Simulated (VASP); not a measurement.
# WC in VASP: single point with PBE+D3(BJ)

Aim: the single point of WC with PBE+D3(BJ).

Everything below comes from runs of VASP 6.6.1. Logs are shortened: lines on timing, memory, paths and dates and some standing lists are left out, and cuts for length are marked.

## (1) The cell of the first run

The cell holds a slab with vacuum, 32 atoms: a = 5.804 Å, b = 8.110 Å, c = 23.953 Å, α = 90.00°, β = 90.00°, γ = 110.96°.

## (2) Single point, PBE+D3(BJ)

INCAR reads:

```
SYSTEM = WC
  PREC = Accurate
  ENCUT = 520
  EDIFF = 1E-6
  ISMEAR = 0
  SIGMA = 0.1
  LREAL = Auto
  LASPH = .True.
  NELM = 120
  ALGO = Normal
  ISIF = 2
  LWAVE = .False.
  LCHARG = .True.
  LDIPOL = .True.
  IDIPOL = 3
  DIPOL = 0.5 0.5 0.458
  GGA = PE
  IVDW = 12
  LVHAR = .True.
  LVACPOTAV = .True.
  NBANDS = 166
  GGA_COMPAT = .False.
  NELMDL = -8
  KPAR = 4
```

KPOINTS reads:

```
regular mesh
0
Gamma
  4 3 1
  0 0 0
```

POSCAR reads:

```
WC
1.0
    5.8038113749      0.0000000000      0.0000000000
   -2.9019056875      7.5735822842      0.0000000000
    0.0000000000      0.0000000000     23.9530597246
W C
16 16
Direct
    0.8601095922      0.7202191844      0.3339865592
    0.8601095922      0.2202191844      0.3339865592
    0.3601095922      0.7202191844      0.3339865592
    0.3601095922      0.2202191844      0.3339865592
    0.7202191845      0.4404383689      0.4124697935
    0.7202191844      0.9404383689      0.4124697935
    0.2202191844      0.4404383689      0.4124697935
    0.2202191844      0.9404383689      0.4124697935
    0.5798913987      0.1604308987      0.4912222806
    0.5805166086      0.6606271173      0.4921638356
    0.0811060838      0.1605849185      0.4912538658
    0.0805583653      0.6611061026      0.4916291799
    0.4361089121      0.8766305945      0.5708394746
    0.4382222056      0.3755589315      0.5708681363
    0.9404650020      0.8766067820      0.5708566974
    0.9382237155      0.3758565276      0.5683348876
    0.0034611909      0.0069223818      0.3470670982
    0.0034611909      0.5069223818      0.3470670982
    0.5034611909      0.0069223818      0.3470670982
    0.5034611909      0.5069223818      0.3470670982
    0.8635707832      0.7271415663      0.4255503325
    0.8635707832      0.2271415663      0.4255503325
    0.3635707831      0.7271415663      0.4255503325
    0.3635707831      0.2271415663      0.4255503325
    0.7231965695      0.4449950541      0.5037227966
    0.7221566278      0.9445412734      0.5045952376
    0.2222037164      0.4451707369      0.5037109101
    0.2220504478      0.9442993894      0.5039553043
    0.5913356457      0.1786357892      0.5785315248
    0.5912720834      0.6822965708      0.5816656514
    0.0883408042      0.1790321718      0.5786241377
    0.0838922421      0.6677447698      0.5793407651
```

Potentials or basis: VASP PAW PBE potentials, release 64 (W_sv, C).

On the command line:

```console
$ cat potpaw_PBE.64/W_sv/POTCAR potpaw_PBE.64/C/POTCAR > POTCAR
$ mpirun -np 4 vasp_std > vasp.out
```

OUTCAR:

```text
SYSTEM = WC
   PREC = Accurate
   ENCUT = 520
   EDIFF = 1E-6
   ISMEAR = 0
   LREAL = Auto
   LASPH = .True.
   NELM = 120
   ISIF = 2
   GGA = PE
   IVDW = 12
   NELMDL = -8
 IVDW          = 12

 ion  position               nearest neighbor table
   1  0.860  0.720  0.334-  17 2.19  20 2.19  18 2.19  21 2.19   5 2.83   3 2.90   3 2.90   8 2.90
                             6 2.90
   2  0.860  0.220  0.334-  18 2.19  19 2.19  17 2.19  22 2.19   6 2.83   4 2.90   4 2.90   7 2.90
                             5 2.90
   3  0.360  0.720  0.334-  19 2.19  18 2.19  20 2.19  23 2.19   7 2.83   1 2.90   1 2.90   6 2.90
                             8 2.90
   4  0.360  0.220  0.334-  20 2.19  17 2.19  19 2.19  24 2.19   8 2.83   2 2.90   2 2.90   5 2.90
                             7 2.90
   5  0.720  0.440  0.412-  25 2.19  21 2.19  22 2.19  24 2.19  18 2.19  20 2.19   1 2.83   9 2.84
                             7 2.90   7 2.90   2 2.90   4 2.90  12 2.91  10 2.92
   6  0.720  0.940  0.412-  22 2.19  23 2.19  21 2.19  19 2.19  17 2.19  26 2.21   2 2.83  10 2.85
                             8 2.90   8 2.90   3 2.90   1 2.90   9 2.91  11 2.91
   7  0.220  0.440  0.412-  27 2.19  22 2.19  23 2.19  24 2.19  18 2.19  20 2.19   3 2.83  11 2.84
                             5 2.90   5 2.90   2 2.90   4 2.90  12 2.91  10 2.92
   8  0.220  0.940  0.412-  28 2.19  21 2.19  24 2.19  23 2.19  17 2.19  19 2.19   4 2.83  12 2.84
                             6 2.90   6 2.90   1 2.90   3 2.90  11 2.90   9 2.90
   9  0.580  0.160  0.491-  29 2.10  25 2.18  24 2.20  22 2.20  28 2.21  26 2.21   5 2.84  16 2.86
[... 17 lines left out ...]
  19  0.503  0.007  0.347-   3 2.19   2 2.19   4 2.19   6 2.19   8 2.19
  20  0.503  0.507  0.347-   4 2.19   1 2.19   3 2.19   7 2.19   5 2.19
  21  0.864  0.727  0.426-   8 2.19   5 2.19   6 2.19   1 2.19  12 2.20  10 2.21
  22  0.864  0.227  0.426-   7 2.19   6 2.19   5 2.19   2 2.19   9 2.20  11 2.20
  23  0.364  0.727  0.426-   7 2.19   6 2.19   8 2.19   3 2.19  12 2.20  10 2.22
  24  0.364  0.227  0.426-   8 2.19   7 2.19   5 2.19   4 2.19  11 2.20   9 2.20
  25  0.723  0.445  0.504-   9 2.18  16 2.18   5 2.19  12 2.20  10 2.20  14 2.23
  26  0.722  0.945  0.505-  10 2.17   6 2.21   9 2.21  11 2.21  13 2.22  15 2.22
  27  0.222  0.445  0.504-  11 2.18  16 2.18   7 2.19  10 2.20  12 2.20  14 2.23
  28  0.222  0.944  0.504-  12 2.17   8 2.19  11 2.21   9 2.21  15 2.21  13 2.21
  29  0.591  0.179  0.579-  16 2.09  14 2.10   9 2.10  13 2.29
  30  0.591  0.682  0.582-  15 2.09  13 2.09  10 2.15  14 2.34
  31  0.088  0.179  0.579-  16 2.09  14 2.09  11 2.10  15 2.30
  32  0.084  0.668  0.579-  12 2.10  13 2.15  15 2.15  16 2.23

  LATTYP: Found a base centered orthorhombic cell.
 ALAT       =     5.8038113749
 B/A-ratio  =     2.6098650680
 C/A-ratio  =     4.1271258105

  Lattice vectors:

 A1 = (   2.9019056875,  -7.5735822842,   0.0000000000)
 A2 = (   2.9019056874,   7.5735822842,   0.0000000000)
 A3 = (   0.0000000000,   0.0000000000,  23.9530597246)

Analysis of symmetry for initial positions (statically):
=====================================================================
 Subroutine PRICEL returns:
 Original cell was already a primitive cell.

 Routine SETGRP: Setting up the symmetry group for a
 base centered orthorhombic supercell.

 Subroutine GETGRP returns: Found  1 space group operations
 (whereof  1 operations were pure point group operations)
 out of a pool of  8 trial point group operations.

The static configuration has the point symmetry C_1 .

Analysis of symmetry for dynamics (positions and initial velocities):
=====================================================================
 Subroutine PRICEL returns:
 Original cell was already a primitive cell.

 Routine SETGRP: Setting up the symmetry group for a
 base centered orthorhombic supercell.

 Subroutine GETGRP returns: Found  1 space group operations
 (whereof  1 operations were pure point group operations)
 out of a pool of  8 trial point group operations.

The dynamic configuration has the point symmetry C_1 .

 Subroutine INISYM returns: Found  1 space group operations
 (whereof  1 operations are pure point group operations),
 and found     1 'primitive' translations

----------------------------------------------------------------------------------------

                                     Primitive cell

  volume of cell :    1052.8721

  direct lattice vectors                    reciprocal lattice vectors
     5.803811375  0.000000000  0.000000000     0.172300569  0.066018957  0.000000000
[... 113 lines left out ...]
 -----------------------------------------------------------------------------

 WARNING: IBZKPT: internal override: KBLOWUP is changed to .FALSE.
      ... skipping the blow-up phase ...

 Subroutine IBZKPT returns following result:
 ===========================================

 Found      7 irreducible k-points:

 Following reciprocal coordinates:
            Coordinates               Weight
  0.000000  0.000000  0.000000      1.000000
  0.250000  0.000000  0.000000      2.000000
  0.500000  0.000000  0.000000      1.000000
  0.000000  0.333333  0.000000      2.000000
  0.250000  0.333333  0.000000      2.000000
  0.500000  0.333333  0.000000      2.000000
 -0.250000  0.333333  0.000000      2.000000
   k-points           NKPTS =      7   k-points in BZ     NKDIM =      7   number of bands    NBANDS=    166
   number of dos      NEDOS =    301   number of ions     NIONS =     32
   total plane-waves  NPLWV = 518400
   dimension x,y,z NGX =    48 NGY =   60 NGZ =  180
   dimension x,y,z NGXF=    96 NGYF=  120 NGZF=  360
   ions per type =              16  16
   NGX,Y,Z   is equivalent  to a cutoff of  13.75, 12.30, 12.49 a.u.
   NGXF,Y,Z  is equivalent  to a cutoff of  27.50, 24.60, 24.99 a.u.
 SYSTEM =  WC
   PREC   = accura    normal or accurate (medium, high low for compatibility)
   ISTART =      0    job   : 0-new  1-cont  2-samecut
   ICHARG =      2    charge: 1-file 2-atom 10-const
   ISPIN  =      1    spin polarized calculation?
   LNONCOLLINEAR =      F non collinear calculations
   LSORBIT =      F    spin-orbit coupling
   LASPH  =      T    aspherical Exc in radial PAW
   ENCUT  =  520.0 eV  38.22 Ry    6.18 a.u.  10.79 15.08 44.54*2*pi/ulx,y,z
   NELM   =    120;   NELMIN=  2; NELMDL= -8     # of ELM steps
   EDIFF  = 0.1E-05   stopping-criterion for ELM
   LREAL  =      T    real-space projection
   EDIFFG = 0.1E-04   stopping-criterion for IOM
   NSW    =      0    number of steps for IOM
   IBRION =     -1    ionic relax: 0-MD 1-quasi-New 2-CG
   NFREE  =      0    steps in history (QN), initial steepest desc. (CG)
   ISIF   =      2    stress and relaxation
   ISYM   =      2    0-nonsym 1-usesym 2-fastsym
   POTIM  = 0.5000    time-step for ionic-motion
   TEBEG  =    0.0;   TEEND  =   0.0 temperature during run
   PSTRESS=    0.0 pullay stress
   NELECT =     288.0000    total number of electrons
   NUPDOWN=      -1.0000    fix difference up-down
   EMIN   =  10.00;   EMAX   =-10.00  energy-range for DOS
   EFERMI =   0.00;   METHOD = LEGACY
   ISMEAR =     0;   SIGMA  =   0.10  broadening in eV -4-tet -1-fermi 0-gaus
   EFERMI_NEDOS =   21; number of points for ismear=-14 and -15
   IALGO  =     38    algorithm
   IMIX   =      4    mixing-type and parameters
     AMIX     =   0.40;   BMIX     =  1.00
     AMIX_MAG =   1.60;   BMIX_MAG =  1.00
  volume/ion in A,a.u.               =      32.90       222.04
  Fermi-wavevector in a.u.,A,eV,Ry     =   1.062708  2.008226 15.365704  1.129347
  Thomas-Fermi vector in A             =   2.198168
   LORBIT       =      0    0 simple, 1 ext, 2 COOP (PROOUT), +10 PAW based schemes
   GGA     = PE    functional components
   LHFCALC =     F    Hartree Fock is set to
   AEXX    =    0.0000 exact exchange contribution
   IVDW    =    12    specifies the selected vdW correction
   LEPSILON=     F    determine dielectric tensor
   LRPA    =     F    only Hartree local field effects (RPA)
 non-spin polarized calculation
 Gauss-broadening in eV      SIGMA  =   0.10
  energy-cutoff  :      520.00
  volume of cell :     1052.87
 maximum number of plane-waves:     28381
 NGX is ok and might be reduce to    48
   NGX = 21   NGY = 31   NGZ = 89

 dipolmoment           0.000000      0.000000     -1.371031 electrons x Angstroem

 number of electron     288.0000016 magnetization

 dipolmoment           0.000000      0.000000      0.055079 electrons x Angstroem

 Free energy of the ion-electron system (eV)
  ---------------------------------------------------
  ext. energy  EPLUGINS =         0.00000000
  ---------------------------------------------------
  free energy    TOTEN  =      -337.77436598 eV

  energy without entropy =     -337.69348019  energy(sigma->0) =     -337.73392309

 E-fermi :   0.7431     XC(G=0):  -5.2620

 val. band max:        0.7219372173   @ k =  -0.2500   0.3333   0.0000
 cond. band min:       0.7545398556   @ k =   0.0000   0.3333   0.0000
 fundamental gap:      0.0326026384
 Fermi energy:         0.7430847919

 k-point     1 :       0.0000    0.0000    0.0000
  band No.  band energies     occupation
      1     -73.5990      2.00000
      2     -73.5965      2.00000
      3     -73.5694      2.00000
      4     -73.5691      2.00000
      5     -73.5206      2.00000
      6     -73.5011      2.00000
[... 1102 lines left out ...]
    155       2.0869      0.00000
    156       2.2318      0.00000
 [bands above 156 left out]

------------------------ aborting loop because EDIFF is reached ----------------------------------------

 Edisp (eV)  -10.18089

 E8    (eV) :    -4.8323

  FORCE on cell =-STRESS in cart. coord.  units (eV):
  Direction    XX          YY          ZZ          XY          YZ          ZX
  --------------------------------------------------------------------------------------
  -------------------------------------------------------------------------------------
  Total     -10.74565   -46.61672    -9.40127    -0.59531     2.31107    -0.03129
  in kB     -16.35188   -70.93763   -14.30611    -0.90590     3.51680    -0.04761
  external pressure =      -33.87 kB  Pullay stress =        0.00 kB

 VOLUME and BASIS-vectors are now :
 -----------------------------------------------------------------------------
  energy-cutoff  :      520.00
  volume of cell :     1052.87
      direct lattice vectors                 reciprocal lattice vectors
     5.803811375  0.000000000  0.000000000     0.172300569  0.066018957  0.000000000
    -2.901905688  7.573582284  0.000000000     0.000000000  0.132037913  0.000000000
     0.000000000  0.000000000 23.953059725     0.000000000  0.000000000  0.041748320

 POSITION                                       TOTAL-FORCE (eV/Angst)
 -----------------------------------------------------------------------------------
      2.90191      5.45464      8.00000        -0.013199     -0.195450      1.558384
      4.35286      1.66785      8.00000         0.004728     -0.211746      1.525682
     -0.00000      5.45464      8.00000         0.031728     -0.186440      1.562600
      1.45095      1.66785      8.00000         0.013574     -0.188045      1.513559
      2.90191      3.33570      9.87991        -0.044583      0.129453     -0.409913
      1.45095      7.12249      9.87991        -0.020439     -0.020125     -0.258163
[... 24 lines left out ...]
     -0.00682      1.35591     13.85982         0.242853      0.049280      0.888278
     -1.45084      5.05722     13.87698        -0.002899      0.959959      0.770133
 -----------------------------------------------------------------------------------
    total drift:                               -0.042401      0.021882     -0.045067

  FREE ENERGIE OF THE ION-ELECTRON SYSTEM (eV)
  ---------------------------------------------------
  free  energy   TOTEN  =      -347.9552551660 eV

  energy  without entropy=     -347.8743693677  energy(sigma->0) =     -347.91481227

 vacuum level on the upper side and lower side of the slab         5.047         4.820
```

Wall time 24 min (4 MPI ranks of Intel Xeon Platinum 8259CL at 2.50GHz (Skylake/Cascade Lake), shared host); peak memory 1.5 GiB.

Results:

* Free energy: -347.9553 eV
* Largest force: 1.574 eV/Å
* Band gap on the k mesh: zero (bands 144 and 145 overlap by 0.70 eV)
* Dispersion energy per atom: -0.318 eV

Forces on the atoms (eV/Å):
```
W   -0.013 -0.195  1.558
W    0.005 -0.212  1.526
W    0.032 -0.186  1.563
W    0.014 -0.188  1.514
W   -0.045  0.129 -0.410
W   -0.020 -0.020 -0.258
W    0.010  0.138 -0.407
W   -0.022 -0.001 -0.438
W    0.038 -0.133  0.109
W    0.005  0.103  0.141
W   -0.062 -0.148  0.107
W   -0.001 -0.099 -0.069
W    0.241 -0.350 -0.949
W   -0.015 -0.124 -1.005
W   -0.260 -0.334 -0.962
W   -0.017  0.026 -0.054
C    0.004  0.019 -0.415
C   -0.001  0.002 -0.436
C    0.001  0.017 -0.419
C   -0.002  0.005 -0.415
C   -0.084  0.103 -0.778
C    0.002  0.099 -0.881
C    0.074  0.099 -0.771
C   -0.001  0.125 -0.887
C   -0.168  0.030  0.026
C    0.029  0.005  0.045
C    0.185  0.011  0.037
C    0.026  0.055  0.177
C   -0.219  0.061  0.890
C    0.027 -0.046  0.202
C    0.243  0.049  0.888
C   -0.003  0.960  0.770
```

Levels at points of the mesh, in eV from the Fermi level:
```
           k point  band 142  band 143  band 144  band 145  band 146  band 147
(0.00, 0.00, 0.00)      0.06      0.27      0.39      0.39      0.49      0.70
(0.50, 0.00, 0.00)     -0.74     -0.34     -0.32     -0.32     -0.28      0.22
```

Caveat: spin-orbit coupling is left out, which moves the levels of the heavy elements.

The gap in the log of VASP goes by the Fermi energy; the results here count the filled bands.